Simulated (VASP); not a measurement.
# CdO (rock salt type) (Fm-3m) in VASP: a series of runs

Runs on CdO (rock salt type). Level: HSE06. Tasks: single point.

Program: VASP 6.6.1. These are calculated values, not measurements. Logs are shortened: lines on timing, memory, paths and dates and some standing lists are left out, and cuts for length are marked.

### Step 1. The cell of the first run

Symmetry: Fm-3m, No. 225, cubic system. The conventional cell has a = 4.796 Å, b = 4.796 Å, c = 4.796 Å, α = 90.00°, β = 90.00°, γ = 90.00°. Within 3.2 Å of Cd (site symmetry m-3m) lie 6 O at 2.40 Å. Within 3.2 Å of O (site symmetry m-3m) lie 6 Cd at 2.40 Å.

### Step 2. Single point, HSE06

POSCAR reads:

```
CdO
1.0
    0.0000000000      2.3979402577      2.3979402577
    2.3979402577      0.0000000000      2.3979402577
    2.3979402577      2.3979402577      0.0000000000
Cd O
1 1
Direct
    0.0000000000      0.0000000000      0.0000000000
    0.5000000000      0.5000000000      0.5000000000
```

INCAR.step1 reads:

```
SYSTEM = CdO
PREC = Accurate
ENCUT = 520
EDIFF = 1E-5
ISMEAR = -1
SIGMA = 0.05
LREAL = .False.
LASPH = .True.
NELM = 120
ALGO = Normal
ISIF = 2
LWAVE = .True.
LCHARG = .False.
NBANDS = 16
GGA = PE
GGA_COMPAT = .False.
```

INCAR.step2 reads:

```
SYSTEM = CdO
PREC = Accurate
ENCUT = 520
EDIFF = 1E-6
ISMEAR = -1
SIGMA = 0.05
LREAL = .False.
LASPH = .True.
NELM = 120
ALGO = Normal
ISIF = 2
LWAVE = .False.
LCHARG = .False.
GGA = PE
LHFCALC = .True.
HFSCREEN = 0.2079
PRECFOCK = Normal
NBANDS = 16
ISTART = 1
GGA_COMPAT = .False.
```

KPOINTS reads:

```
Automatic mesh
0
Gamma
  4 4 4
  0 0 0
```

Potentials or basis: VASP PAW PBE potentials, release 64 (Cd, O).

On the command line:

```
$ cat potpaw_PBE.64/Cd/POTCAR potpaw_PBE.64/O/POTCAR > POTCAR
$ cp INCAR.step1 INCAR
$ mpirun -np 1 vasp_std > vasp.out
$ cp INCAR.step2 INCAR
$ mpirun -np 1 vasp_std > vasp.out
```

OUTCAR:

```text
SYSTEM = CdO
   PREC = Accurate
   ENCUT = 520
   EDIFF = 1E-6
   ISMEAR = -1
   LREAL = .False.
   LASPH = .True.
   NELM = 120
   ISIF = 2
   GGA = PE
   LHFCALC = .True.
   HFSCREEN = 0.2079
   PRECFOCK = Normal
   ISTART = 1

 ion  position               nearest neighbor table
   1  0.000  0.000  0.000-   2 2.40   2 2.40   2 2.40   2 2.40   2 2.40   2 2.40
   2  0.500  0.500  0.500-   1 2.40   1 2.40   1 2.40   1 2.40   1 2.40   1 2.40

  LATTYP: Found a face centered cubic cell.
 ALAT       =     4.7958805154

  Lattice vectors:

 A1 = (   0.0000000000,   2.3979402577,   2.3979402577)
 A2 = (   2.3979402577,   0.0000000000,   2.3979402577)
 A3 = (   2.3979402577,   2.3979402577,   0.0000000000)

Analysis of symmetry for initial positions (statically):
=====================================================================
 Subroutine PRICEL returns:
 Original cell was already a primitive cell.

 Routine SETGRP: Setting up the symmetry group for a
 face centered cubic supercell.

 Subroutine GETGRP returns: Found 48 space group operations
 (whereof 48 operations were pure point group operations)
 out of a pool of 48 trial point group operations.

The static configuration has the point symmetry O_h .

Analysis of symmetry for dynamics (positions and initial velocities):
=====================================================================
 Subroutine PRICEL returns:
 Original cell was already a primitive cell.

 Routine SETGRP: Setting up the symmetry group for a
 face centered cubic supercell.

 Subroutine GETGRP returns: Found 48 space group operations
 (whereof 48 operations were pure point group operations)
 out of a pool of 48 trial point group operations.

The dynamic configuration has the point symmetry O_h .

 Subroutine INISYM returns: Found 48 space group operations
 (whereof 48 operations are pure point group operations),
 and found     1 'primitive' translations

----------------------------------------------------------------------------------------

                                     Primitive cell

  volume of cell :      27.5769

  direct lattice vectors                    reciprocal lattice vectors
     0.000000000  2.397940258  2.397940258    -0.208512284  0.208512284  0.208512284
[... 73 lines left out ...]
   IBRION =     -1    ionic relax: 0-MD 1-quasi-New 2-CG
   NFREE  =      0    steps in history (QN), initial steepest desc. (CG)
   ISIF   =      2    stress and relaxation
   ISYM   =      3    0-nonsym 1-usesym 2-fastsym
   POTIM  = 0.5000    time-step for ionic-motion
   TEBEG  =    0.0;   TEEND  =   0.0 temperature during run
   PSTRESS=    0.0 pullay stress
   NELECT =      18.0000    total number of electrons
   NUPDOWN=      -1.0000    fix difference up-down
   EMIN   =  10.00;   EMAX   =-10.00  energy-range for DOS
   EFERMI =   0.00;   METHOD = LEGACY
   ISMEAR =    -1;   SIGMA  =   0.05  broadening in eV -4-tet -1-fermi 0-gaus
   EFERMI_NEDOS =   21; number of points for ismear=-14 and -15
   IALGO  =     38    algorithm
   IMIX   =      1    mixing-type and parameters
     AMIX     =   0.40;   BMIX     =  1.00
     AMIX_MAG =   1.60;   BMIX_MAG =  1.00
  volume/ion in A,a.u.               =      13.79        93.05
  Fermi-wavevector in a.u.,A,eV,Ry     =   1.420095  2.683590 27.438447  2.016669
  Thomas-Fermi vector in A             =   2.541046
   LORBIT       =      0    0 simple, 1 ext, 2 COOP (PROOUT), +10 PAW based schemes
   GGA     = PE    functional components
   LHFCALC =     T    Hartree Fock is set to
   PRECFOCK=normal    Normal, Fast or Accurate (Low or Medium for compatibility)
   ENCUT4O =  -1.0   cutoff for four orbital integrals eV
   NKREDX  =     1    reduce k-point grid by
   NKREDY  =     1    reduce k-point grid by
   NKREDZ  =     1    reduce k-point grid by
   AEXX    =    0.2500 exact exchange contribution
   HFSCREEN=    0.2079 screening length (either q_TF or 0.3 A-1)
   HFSCREENC=   0.2079 screening length for correlation (either q_TF or 0.3 A-1)
   ENCUTFOCK=  -1.0 apply spherical cutoff to Coloumb kernel
   IVDW    =     0    specifies the selected vdW correction
   LEPSILON=     F    determine dielectric tensor
   LRPA    =     F    only Hartree local field effects (RPA)
 non-spin polarized calculation
  energy-cutoff  :      520.00
  volume of cell :       27.58
 maximum number of plane-waves:       754
 NGX is ok and might be reduce to    28
  NGX = 20; NGY = 20; NGZ = 20

 number of electron      17.9999995 magnetization

 Free energy of the ion-electron system (eV)
  ---------------------------------------------------
  ext. energy  EPLUGINS =         0.00000000
  ---------------------------------------------------
  free energy    TOTEN  =        -9.95260326 eV

  energy without entropy =       -9.95255532  energy(sigma->0) =       -9.95257929

 E-fermi :   0.9255     XC(G=0):  -9.2866

 val. band max:        0.4960490684   @ k =   0.5000   0.0000   0.0000
 cond. band min:       1.2420125293   @ k =   0.0000   0.0000   0.0000
 fundamental gap:      0.7459634609
 Fermi energy:         0.9254969934

 k-point     1 :       0.0000    0.0000    0.0000
  band No.  band energies     occupation
      1     -18.0153      2.00000
      2      -6.9764      2.00000
      3      -6.9764      2.00000
      4      -6.9764      2.00000
      5      -6.7517      2.00000
      6      -6.7517      2.00000
[... 129 lines left out ...]
      3      -7.0322      2.00000
      4      -7.0322      2.00000
      5      -6.3794      2.00000
      6      -6.2407      2.00000
[... 8 lines left out ...]
     15      20.6082      0.00000
     16      27.3061      0.00000

------------------------ aborting loop because EDIFF is reached ----------------------------------------

  FORCE on cell =-STRESS in cart. coord.  units (eV):
  Direction    XX          YY          ZZ          XY          YZ          ZX
  --------------------------------------------------------------------------------------
  -------------------------------------------------------------------------------------
  Total       -1.0376302     -1.0376302     -1.0376302      0.0000000      0.0000000     -0.0000000
  in kB      -60.2848423    -60.2848423    -60.2848423      0.0000000      0.0000000     -0.0000000
  external PRESSURE =     -60.2848423 kB  Pullay stress =       0.0000000 kB

 VOLUME and BASIS-vectors are now :
 -----------------------------------------------------------------------------
  energy-cutoff  :      520.00
  volume of cell :       27.58
      direct lattice vectors                 reciprocal lattice vectors
     0.000000000  2.397940258  2.397940258    -0.208512284  0.208512284  0.208512284
     2.397940258  0.000000000  2.397940258     0.208512284 -0.208512284  0.208512284
     2.397940258  2.397940258  0.000000000     0.208512284  0.208512284 -0.208512284

 POSITION                                       TOTAL-FORCE (eV/Angst)
 -----------------------------------------------------------------------------------
      0.00000      0.00000      0.00000        -0.000000      0.000000      0.000000
      2.39794      2.39794      2.39794         0.000000     -0.000000     -0.000000
 -----------------------------------------------------------------------------------
    total drift:                               -0.000000     -0.000000     -0.000000

  FREE ENERGIE OF THE ION-ELECTRON SYSTEM (eV)
  ---------------------------------------------------
  free  energy   TOTEN  =        -9.9526032591 eV

  energy  without entropy=       -9.9525553194  energy(sigma->0) =       -9.95257929
```

OUTCAR.step1:

```text
SYSTEM = CdO
   PREC = Accurate
   ENCUT = 520
   EDIFF = 1E-5
   ISMEAR = -1
   LREAL = .False.
[... 355 lines left out ...]
      0.00000      0.00000      0.00000         0.000000      0.000000      0.000000
      2.39794      2.39794      2.39794        -0.000000     -0.000000     -0.000000
 -----------------------------------------------------------------------------------
    total drift:                                0.000000      0.000000      0.000000

  FREE ENERGIE OF THE ION-ELECTRON SYSTEM (eV)
  ---------------------------------------------------
  free  energy   TOTEN  =        -7.7131832186 eV

  energy  without entropy=       -7.7075538156  energy(sigma->0) =       -7.71036852
```

OSZICAR.step1:

```text
N       E                     dE             d eps       ncg     rms          rms(c)
DAV:   1     0.110211902843E+03    0.11021E+03   -0.10410E+04   272   0.115E+03
DAV:   2    -0.628554899637E+01   -0.11650E+03   -0.10363E+03   312   0.277E+02
DAV:   3    -0.955421991355E+01   -0.32687E+01   -0.32639E+01   304   0.506E+01
DAV:   4    -0.956264602346E+01   -0.84261E-02   -0.84260E-02   344   0.252E+00
DAV:   5    -0.956267196214E+01   -0.25939E-04   -0.25939E-04   288   0.122E-01    0.983E+00
DAV:   6    -0.781220140831E+01    0.17505E+01   -0.55307E+00   336   0.368E+01    0.844E+00
DAV:   7    -0.773394182467E+01    0.78260E-01   -0.65989E-01   272   0.762E+00    0.418E+00
DAV:   8    -0.771666018617E+01    0.17282E-01   -0.11322E-01   280   0.289E+00    0.639E-01
DAV:   9    -0.771310143831E+01    0.35587E-02   -0.77728E-03   296   0.829E-01    0.129E-01
DAV:  10    -0.771314457688E+01   -0.43139E-04   -0.11500E-03   296   0.314E-01    0.413E-02
DAV:  11    -0.771318629739E+01   -0.41721E-04   -0.43636E-05   320   0.605E-02    0.152E-02
DAV:  12    -0.771318321857E+01    0.30788E-05   -0.55633E-06   176   0.228E-02
   1 F= -.77131832E+01 E0= -.77103685E+01  d E =-.562940E-02
```

Wall time 5.4 min (1 thread of Intel Xeon Platinum 8375C at 2.90GHz (Ice Lake), shared host); peak memory 0.26 GiB.

Results:

* Free energy: -9.9526 eV
* Pressure: -6.0 GPa
* Band gap on the k mesh: 0.75 eV, indirect (least direct gap 1.87 eV)

Caveat: the k points lie up to 0.57 Å⁻¹ apart; the PAW data sets were made with another functional, which shifts forces and pressure a little.

### Step 3. Single point, HSE06

This run uses another cell than the first one, of 14.20 Å³/atom, 1.030 times its volume.

POSCAR reads:

```
CdO
1.0
    0.0000000000      2.4214509751      2.4214509751
    2.4214509751      0.0000000000      2.4214509751
    2.4214509751      2.4214509751      0.0000000000
Cd O
1 1
Direct
    0.0000000000      0.0000000000      0.0000000000
    0.5000000000      0.5000000000      0.5000000000
```

INCAR.step1 reads:

```
ALGO = Normal
EDIFF = 1E-5
ENCUT = 520
GGA = PE
GGA_COMPAT = F
ISIF = 2
ISMEAR = -1
LASPH = T
LCHARG = F
LREAL = F
LWAVE = T
NBANDS = 16
NELM = 120
PREC = Accurate
SIGMA = 0.05
```

INCAR.step2 reads:

```
ALGO = Normal
EDIFF = 1E-6
ENCUT = 520
GGA = PE
GGA_COMPAT = F
HFSCREEN = 0.2079
ISIF = 2
ISMEAR = -1
ISTART = 1
LASPH = T
LCHARG = F
LHFCALC = T
LREAL = F
LWAVE = F
NBANDS = 16
NELM = 120
PREC = Accurate
PRECFOCK = Normal
SIGMA = 0.05
```

KPOINTS reads:

```
k-points
0
Gamma
  4 4 4
```

Potentials or basis: VASP PAW PBE potentials, release 64 (Cd, O).

On the command line:

```
$ cat potpaw_PBE.64/Cd/POTCAR potpaw_PBE.64/O/POTCAR > POTCAR
$ cp INCAR.step1 INCAR
$ mpirun -np 1 vasp_std > vasp.out
$ cp INCAR.step2 INCAR
$ mpirun -np 1 vasp_std > vasp.out
```

OUTCAR:

```text
EDIFF = 1E-6
   ENCUT = 520
   GGA = PE
   HFSCREEN = 0.2079
   ISIF = 2
   ISMEAR = -1
   ISTART = 1
   LASPH = T
   LHFCALC = T
   LREAL = F
   NELM = 120
   PREC = Accurate
   PRECFOCK = Normal

 ion  position               nearest neighbor table
   1  0.000  0.000  0.000-   2 2.42   2 2.42   2 2.42   2 2.42   2 2.42   2 2.42
   2  0.500  0.500  0.500-   1 2.42   1 2.42   1 2.42   1 2.42   1 2.42   1 2.42

  LATTYP: Found a face centered cubic cell.
 ALAT       =     4.8429019502

  Lattice vectors:

 A1 = (   0.0000000000,   2.4214509751,   2.4214509751)
 A2 = (   2.4214509751,   0.0000000000,   2.4214509751)
 A3 = (   2.4214509751,   2.4214509751,   0.0000000000)

Analysis of symmetry for initial positions (statically):
=====================================================================
 Subroutine PRICEL returns:
 Original cell was already a primitive cell.

[... 154 lines left out ...]
  ext. energy  EPLUGINS =         0.00000000
  ---------------------------------------------------
  free energy    TOTEN  =        -9.91418269 eV

  energy without entropy =       -9.91408816  energy(sigma->0) =       -9.91413543

 E-fermi :   0.6567     XC(G=0):  -9.1609

 val. band max:        0.2647688865   @ k =   0.5000   0.0000   0.0000
 cond. band min:       0.9345958776   @ k =   0.0000   0.0000   0.0000
 fundamental gap:      0.6698269911
 Fermi energy:         0.6567096878

 k-point     1 :       0.0000    0.0000    0.0000
  band No.  band energies     occupation
      1     -18.0578      2.00000
      2      -7.1977      2.00000
      3      -7.1977      2.00000
      4      -7.1977      2.00000
      5      -6.9871      2.00000
      6      -6.9871      2.00000
[... 129 lines left out ...]
      3      -7.2370      2.00000
      4      -7.2370      2.00000
      5      -6.6444      2.00000
      6      -6.5233      2.00000
[... 8 lines left out ...]
     15      20.0992      0.00000
     16      26.5503      0.00000

------------------------ aborting loop because EDIFF is reached ----------------------------------------

  FORCE on cell =-STRESS in cart. coord.  units (eV):
  Direction    XX          YY          ZZ          XY          YZ          ZX
  --------------------------------------------------------------------------------------
  -------------------------------------------------------------------------------------
  Total       -1.6278522     -1.6278522     -1.6278522      0.0000000      0.0000000     -0.0000000
  in kB      -91.8477503    -91.8477503    -91.8477503      0.0000000      0.0000000     -0.0000000
  external PRESSURE =     -91.8477503 kB  Pullay stress =       0.0000000 kB

 VOLUME and BASIS-vectors are now :
 -----------------------------------------------------------------------------
  energy-cutoff  :      520.00
  volume of cell :       28.40
      direct lattice vectors                 reciprocal lattice vectors
     0.000000000  2.421450975  2.421450975    -0.206487765  0.206487765  0.206487765
     2.421450975  0.000000000  2.421450975     0.206487765 -0.206487765  0.206487765
     2.421450975  2.421450975  0.000000000     0.206487765  0.206487765 -0.206487765

 POSITION                                       TOTAL-FORCE (eV/Angst)
 -----------------------------------------------------------------------------------
      0.00000      0.00000      0.00000         0.000000      0.000000      0.000000
      2.42145      2.42145      2.42145         0.000000     -0.000000     -0.000000
 -----------------------------------------------------------------------------------
    total drift:                                0.000001      0.000002      0.000001

  FREE ENERGIE OF THE ION-ELECTRON SYSTEM (eV)
  ---------------------------------------------------
  free  energy   TOTEN  =        -9.9141826940 eV

  energy  without entropy=       -9.9140881564  energy(sigma->0) =       -9.91413543
```

OUTCAR.step1:

```text
EDIFF = 1E-5
   ENCUT = 520
   GGA = PE
   ISIF = 2
   ISMEAR = -1
[... 354 lines left out ...]
 -----------------------------------------------------------------------------------
      0.00000      0.00000      0.00000         0.000000      0.000000      0.000000
      2.42145      2.42145      2.42145        -0.000000      0.000000     -0.000000
 -----------------------------------------------------------------------------------
    total drift:                                0.000000      0.000000      0.000000

  FREE ENERGIE OF THE ION-ELECTRON SYSTEM (eV)
  ---------------------------------------------------
  free  energy   TOTEN  =        -7.7011840949 eV

  energy  without entropy=       -7.6955049742  energy(sigma->0) =       -7.69834453
```

Wall time 4.9 min (1 thread of Intel Xeon Platinum 8375C at 2.90GHz (Ice Lake), shared host); peak memory 0.26 GiB.

Results:

- Free energy: -9.9142 eV
- Pressure: -9.2 GPa
- Band gap on the k mesh: 0.67 eV, indirect (least direct gap 1.70 eV)

Caveat: the k points lie up to 0.56 Å⁻¹ apart; the PAW data sets were made with another functional, which shifts forces and pressure a little.
